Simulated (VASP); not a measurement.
Set up this calculation in VASP 6.6.1, as the native input.

| Item | Value |
| --- | --- |
| Task | single point |
| Functional | PBE |
| Potentials or basis | VASP PAW PBE potentials, release 64 (Pd) |
| Cutoff | 520 eV |
| k mesh | 15 × 15 × 4 |
| Occupations | fermi-dirac, width 0.05 eV |
| Spin | collinear spin |
| Starting moments | [0.35, 0.35, 0.354, 0.354] μB |
| Dipole correction | no |
| Further INCAR settings | ALGO = Normal; EDIFF = 1e-07; NBANDS = 32 |

The structure of Pd lies in POSCAR:

```
Pd
1.0
    2.7412789087      0.0000000000      0.0000000000
   -1.3706394543      2.3740171738      0.0000000000
    0.0000000000      0.0000000000      9.0660447159
Pd
4
Direct
    0.0000000000      1.0000000000      0.0000000000
    1.0000000000      1.0000000000      0.5000000000
    0.3333333333      0.6666666667      0.2500000000
    0.6666666667      0.3333333333      0.7500000000
```

This isn't the form of Pd at room conditions, which is fcc.

The input as run:

INCAR

```
ALGO = Normal ; EDIFF = 1E-7
ENCUT = 520 ; GGA = PE
ISIF = 2 ; ISMEAR = -1
ISPIN = 2 ; LASPH = T
LCHARG = T ; LELF = T
LMAXMIX = 4 ; LORBIT = 11
LREAL = F ; LVHAR = T
LWAVE = F ; MAGMOM = 0.35 0.35 0.354 0.354
NBANDS = 32 ; NELM = 150
PREC = Accurate ; SIGMA = 0.05
```

KPOINTS

```
k-points
0
Gamma
  15 15 4
```

Potentials or basis: VASP PAW PBE potentials, release 64 (Pd).

Command:

```console
$ cat potpaw_PBE.64/Pd/POTCAR > POTCAR
$ mpirun -np 1 vasp_std > vasp.out
```

It gave:

* Pressure: 7.2 GPa
* Band gap on the k mesh: zero (filled and empty bands overlap)
* Net moment: 0.00 μB per cell
* Valence electrons inside the program's atomic spheres: Pd 9.44

Caveat: the cell stands under pressure.

Run time: 5.3 min on 1 thread of AMD EPYC 9R45 96-Core Processor (Zen 5), on a shared host, peak memory 0.3 GiB.
